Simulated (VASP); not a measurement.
Wanted: the native input for a VASP 6.6.1 run.

```
Task                   : single point
Functional             : PBE
Potentials or basis    : VASP PAW PBE potentials, release 64 (Sr_sv, Zn)
Cutoff                 : 520 eV
k mesh                 : 4 × 4 × 4
Occupations            : fermi-dirac, width 0.15 eV
Spin                   : no spin polarisation
Dipole correction      : no
Further INCAR settings : ALGO = Normal; EDIFF = 1e-06; NBANDS = 29
```

The structure of Sr3Zn lies in POSCAR:

```
Sr3Zn
1.0
    4.2687534416      0.0000000000      0.0000000000
    0.0000000000      4.2687534416      0.0000000000
    0.0000000000      0.0000000000      4.2687534416
Sr Zn
3 1
Direct
    0.5000000000      0.0000000000      0.5000000000
    0.5000000000      0.5000000000      0.0000000000
    0.0000000000      0.5000000000      0.5000000000
    0.0000000000      0.0000000000      0.0000000000
```

The input as run:

INCAR

```
SYSTEM = Sr3Zn
PREC = Accurate ; ENCUT = 520
EDIFF = 1E-6 ; ISMEAR = -1
SIGMA = 0.15 ; LREAL = .FALSE.
LASPH = .TRUE. ; NELM = 80
ALGO = Normal ; ISIF = 2
LWAVE = .FALSE. ; LCHARG = .TRUE.
GGA = PE ; LELF = .TRUE.
LVHAR = .TRUE. ; NBANDS = 29
```

KPOINTS

```
Automatic mesh
0
G
  4 4 4
  0 0 0
```

Potentials or basis: VASP PAW PBE potentials, release 64 (Sr_sv, Zn).

Command:

```console
$ cat potpaw_PBE.64/Sr_sv/POTCAR potpaw_PBE.64/Zn/POTCAR > POTCAR
$ mpirun -np 1 vasp_std > vasp.out
```

Results of the run:

* Pressure: 40.8 GPa
* Band gap on the k mesh: zero (band 21 reaches 5.95 eV, above the bottom of band 22 at 5.30 eV)

Caveat: the k points lie up to 0.37 Å⁻¹ apart.

It took 32 s on 1 thread of AMD EPYC 7R13, on a shared host, peak memory 0.15 GiB.
